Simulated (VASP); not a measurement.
Set up this calculation in VASP 6.6.1, as the native input.

```
Task                   : single point
Functional             : PBE
Potentials or basis    : VASP PAW PBE potentials, release 64 (Be)
Cutoff                 : 520 eV
k mesh                 : 24 × 24 × 14
Occupations            : gaussian, width 0.15 eV
Spin                   : no spin polarisation
Dipole correction      : no
Further INCAR settings : ALGO = Fast; EDIFF = 1e-06; NBANDS = 9
```

The structure of Be lies in POSCAR:

```
Be
1.0
    2.2995019849      0.0000000000      0.0000000000
   -1.1497509925      1.9914271350      0.0000000000
    0.0000000000      0.0000000000      3.6009000000
Be
2
Direct
    0.3333333333      0.6666666667      0.2500000000
    0.6666666667      0.3333333333      0.7500000000
```

The input as run:

INCAR

```
SYSTEM = Be
PREC = Accurate
ENCUT = 520
EDIFF = 1E-6
ISMEAR = 0
SIGMA = 0.15
LREAL = .FALSE.
LASPH = .TRUE.
NELM = 100
ALGO = Fast
ISIF = 2
LWAVE = .FALSE.
LCHARG = .FALSE.
GGA = PE
NBANDS = 9
```

KPOINTS

```
regular mesh
0
G
  24 24 14
  0 0 0
```

Potentials or basis: VASP PAW PBE potentials, release 64 (Be).

Run with:

```bash
$ cat potpaw_PBE.64/Be/POTCAR > POTCAR
$ mpirun -np 1 vasp_std > vasp.out
```

Results of the run:

```
Pressure               : -4.6 GPa
Band gap on the k mesh : zero (band 2 reaches 7.65 eV, above the bottom of band 3 at 5.61 eV)
```

It took 22 s on 1 thread of Intel(R) Xeon(R) 6975P-C (Granite Rapids) (shared host), peak memory 0.17 GiB.
